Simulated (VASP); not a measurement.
# Mo (Im-3m) in VASP: single point with PBE

Aim: the single point of Mo with PBE.

Everything below comes from runs of VASP 6.6.1. Logs are shortened: lines on timing, memory, paths and dates and some standing lists are left out, and cuts for length are marked.

## (1) The cell of the first run

The structure is cubic, space group Im-3m (No. 229). The conventional cell has a = 3.147 Å, b = 3.147 Å, c = 3.147 Å, α = 90.00°, β = 90.00°, γ = 90.00°. Within 3.6 Å of Mo (site symmetry m-3m) lie 14 Mo at 2.73 to 3.15 Å.

## (2) Single point, PBE

Input file INCAR:

```
SYSTEM = Mo
PREC = Accurate ; ENCUT = 520
EDIFF = 1E-6 ; ISMEAR = 1
SIGMA = 0.1 ; LREAL = .FALSE.
LASPH = .TRUE. ; NELM = 100
ALGO = Normal ; ISIF = 2
LWAVE = .FALSE. ; LCHARG = .TRUE.
GGA = PE ; LELF = .TRUE.
LVHAR = .TRUE. ; NBANDS = 13
```

Input file KPOINTS:

```
Automatic mesh
0
G
  12 12 12
  0 0 0
```

Input file POSCAR:

```
Mo
1.0
   -1.5734150000      1.5734150000      1.5734150000
    1.5734150000     -1.5734150000      1.5734150000
    1.5734150000      1.5734150000     -1.5734150000
Mo
1
Direct
    0.0000000000      0.0000000000      0.0000000000
```

Potentials or basis: VASP PAW PBE potentials, release 64 (Mo_sv).

On the command line:

```
$ cat potpaw_PBE.64/Mo_sv/POTCAR > POTCAR
$ mpirun -np 1 vasp_std > vasp.out
```

OUTCAR:

```text
SYSTEM = Mo
   PREC = Accurate
   ENCUT = 520
   EDIFF = 1E-6
   ISMEAR = 1
   LREAL = .FALSE.
   LASPH = .TRUE.
   NELM = 100
   ISIF = 2
   GGA = PE

 ion  position               nearest neighbor table
   1  0.000  0.000  0.000-

  LATTYP: Found a body centered cubic cell.
 ALAT       =     3.1468300000

  Lattice vectors:

 A1 = (  -1.5734150000,   1.5734150000,   1.5734150000)
 A2 = (   1.5734150000,  -1.5734150000,   1.5734150000)
 A3 = (   1.5734150000,   1.5734150000,  -1.5734150000)

Analysis of symmetry for initial positions (statically):
=====================================================================
 Subroutine PRICEL returns:
 Original cell was already a primitive cell.

 Routine SETGRP: Setting up the symmetry group for a
 body centered cubic supercell.

 Subroutine GETGRP returns: Found 48 space group operations
 (whereof 48 operations were pure point group operations)
 out of a pool of 48 trial point group operations.

The static configuration has the point symmetry O_h .

Analysis of symmetry for dynamics (positions and initial velocities):
=====================================================================
 Subroutine PRICEL returns:
 Original cell was already a primitive cell.

 Routine SETGRP: Setting up the symmetry group for a
 body centered cubic supercell.

 Subroutine GETGRP returns: Found 48 space group operations
 (whereof 48 operations were pure point group operations)
 out of a pool of 48 trial point group operations.

The dynamic configuration has the point symmetry O_h .

 Subroutine INISYM returns: Found 48 space group operations
 (whereof 48 operations are pure point group operations),
 and found     1 'primitive' translations

----------------------------------------------------------------------------------------

                                     Primitive cell

  volume of cell :      15.5808

  direct lattice vectors                    reciprocal lattice vectors
    -1.573415000  1.573415000  1.573415000     0.000000000  0.317780115  0.317780115
     1.573415000 -1.573415000  1.573415000     0.317780115  0.000000000  0.317780115
     1.573415000  1.573415000 -1.573415000     0.317780115  0.317780115  0.000000000

  length of vectors
     2.725234721  2.725234721  2.725234721     0.449408949  0.449408949  0.449408949

  position of ions in fractional coordinates (direct lattice)
     0.000000000  0.000000000  0.000000000

  ion indices of the primitive-cell ions
[... 75 lines left out ...]
   LREAL  =      F    real-space projection
   EDIFFG = 0.1E-04   stopping-criterion for IOM
   NSW    =      0    number of steps for IOM
   IBRION =     -1    ionic relax: 0-MD 1-quasi-New 2-CG
   NFREE  =      0    steps in history (QN), initial steepest desc. (CG)
   ISIF   =      2    stress and relaxation
   ISYM   =      2    0-nonsym 1-usesym 2-fastsym
   POTIM  = 0.5000    time-step for ionic-motion
   TEBEG  =    0.0;   TEEND  =   0.0 temperature during run
   PSTRESS=    0.0 pullay stress
   NELECT =      14.0000    total number of electrons
   NUPDOWN=      -1.0000    fix difference up-down
   EMIN   =  10.00;   EMAX   =-10.00  energy-range for DOS
   EFERMI =   0.00;   METHOD = LEGACY
   ISMEAR =     1;   SIGMA  =   0.10  broadening in eV -4-tet -1-fermi 0-gaus
   EFERMI_NEDOS =   21; number of points for ismear=-14 and -15
   IALGO  =     38    algorithm
   IMIX   =      4    mixing-type and parameters
     AMIX     =   0.40;   BMIX     =  1.00
     AMIX_MAG =   1.60;   BMIX_MAG =  1.00
  volume/ion in A,a.u.               =      15.58       105.14
  Fermi-wavevector in a.u.,A,eV,Ry     =   1.579747  2.985289 33.954710  2.495601
  Thomas-Fermi vector in A             =   2.680079
   LORBIT       =      0    0 simple, 1 ext, 2 COOP (PROOUT), +10 PAW based schemes
   GGA     = PE    functional components
   LHFCALC =     F    Hartree Fock is set to
   AEXX    =    0.0000 exact exchange contribution
   IVDW    =     0    specifies the selected vdW correction
   LEPSILON=     F    determine dielectric tensor
   LRPA    =     F    only Hartree local field effects (RPA)
 non-spin polarized calculation
 Methfessel and Paxton  Order N= 1 SIGMA  =   0.10
  energy-cutoff  :      520.00
  volume of cell :       15.58
 maximum number of plane-waves:       430
   NGX = 11   NGY = 11   NGZ = 11

 number of electron      14.0000001 magnetization

 Free energy of the ion-electron system (eV)
  ---------------------------------------------------
  ext. energy  EPLUGINS =         0.00000000
  ---------------------------------------------------
  free energy    TOTEN  =       -10.94743126 eV

  energy without entropy =      -10.94707736  energy(sigma->0) =      -10.94731329

 E-fermi :  12.5975     XC(G=0): -13.4087

 val. band max:       12.5389115516   @ k =  -0.1667   0.2500   0.0833
 cond. band min:      12.6075018997   @ k =   0.5000   0.5000   0.0833
 fundamental gap:      0.0685903480
 Fermi energy:        12.5975473837

 k-point     1 :       0.0000    0.0000    0.0000
  band No.  band energies     occupation
      1     -48.6346      2.00000
      2     -21.8932      2.00000
      3     -21.8932      2.00000
      4     -21.8932      2.00000
      5       5.3995      2.00000
      6      11.2767      2.00000
      7      11.2767      2.00000
      8      11.2767      2.00000
      9      14.3141     -0.00000
     10      14.3141     -0.00000
     11      27.4833      0.00000
     12      27.4833      0.00000
     13      27.4833      0.00000
[... 354 lines left out ...]
  band No.  band energies     occupation
      1     -48.3609      2.00000
      2     -23.2152      2.00000
      3     -22.4114      2.00000
      4     -21.9999      2.00000
      5       7.8831      2.00000
      6       9.2247      2.00000
      7      12.9785     -0.00000
      8      14.5089     -0.00000
      9      15.0073      0.00000
     10      19.0418      0.00000
     11      23.7579      0.00000
     12      25.1684      0.00000
     13      28.7285      0.00000

 [... further k-points ...]
[... 5 lines left out ...]
  --------------------------------------------------------------------------------------
  -------------------------------------------------------------------------------------
  Total        0.3780333      0.3780333      0.3780333      0.0000000     -0.0000000      0.0000000
  in kB       38.8732462     38.8732462     38.8732462      0.0000000     -0.0000000      0.0000000
  external PRESSURE =      38.8732462 kB  Pullay stress =       0.0000000 kB

 VOLUME and BASIS-vectors are now :
 -----------------------------------------------------------------------------
  energy-cutoff  :      520.00
  volume of cell :       15.58
      direct lattice vectors                 reciprocal lattice vectors
    -1.573415000  1.573415000  1.573415000     0.000000000  0.317780115  0.317780115
     1.573415000 -1.573415000  1.573415000     0.317780115  0.000000000  0.317780115
     1.573415000  1.573415000 -1.573415000     0.317780115  0.317780115  0.000000000

 POSITION                                       TOTAL-FORCE (eV/Angst)
 -----------------------------------------------------------------------------------
      0.00000      0.00000      0.00000         0.000000     -0.000000      0.000000
 -----------------------------------------------------------------------------------
    total drift:                                0.000000     -0.000000      0.000000

  FREE ENERGIE OF THE ION-ELECTRON SYSTEM (eV)
  ---------------------------------------------------
  free  energy   TOTEN  =       -10.9474312630 eV

  energy  without entropy=      -10.9470773560  energy(sigma->0) =      -10.94731329
```

OSZICAR:

```text
N       E                     dE             d eps       ncg     rms          rms(c)
DAV:   1     0.930569030350E+02    0.93057E+02   -0.80180E+03  1885   0.110E+03
DAV:   2    -0.104839355296E+02   -0.10354E+03   -0.99771E+02  2147   0.313E+02
DAV:   3    -0.115884544623E+02   -0.11045E+01   -0.11016E+01  2067   0.326E+01
DAV:   4    -0.115910038703E+02   -0.25494E-02   -0.25493E-02  2102   0.186E+00
DAV:   5    -0.115910203142E+02   -0.16444E-04   -0.16442E-04  2127   0.134E-01    0.148E+01
DAV:   6    -0.110330711622E+02    0.55795E+00   -0.69256E-01  1922   0.102E+01    0.413E+00
DAV:   7    -0.109511803739E+02    0.81891E-01   -0.15050E-01  2057   0.456E+00    0.960E-01
DAV:   8    -0.109473598130E+02    0.38206E-02   -0.39780E-03  1922   0.807E-01    0.192E-01
DAV:   9    -0.109474211408E+02   -0.61328E-04   -0.10316E-04  2182   0.126E-01    0.825E-02
DAV:  10    -0.109474310163E+02   -0.98755E-05   -0.13563E-05  1947   0.439E-02    0.839E-03
DAV:  11    -0.109474312630E+02   -0.24665E-06   -0.13982E-07  1121   0.405E-03
   1 F= -.10947431E+02 E0= -.10947313E+02  d E =-.353907E-03
```

It took 19 s on 1 thread of Intel Xeon 8259CL, shared host; peak memory 0.13 GiB.

Results:

| Quantity | Value |
| --- | --- |
| Free energy | -10.9474 eV |
| Pressure | 3.9 GPa |
| Band gap on the k mesh | zero (band 7 reaches 16.65 eV, above the bottom of band 8 at 11.28 eV) |
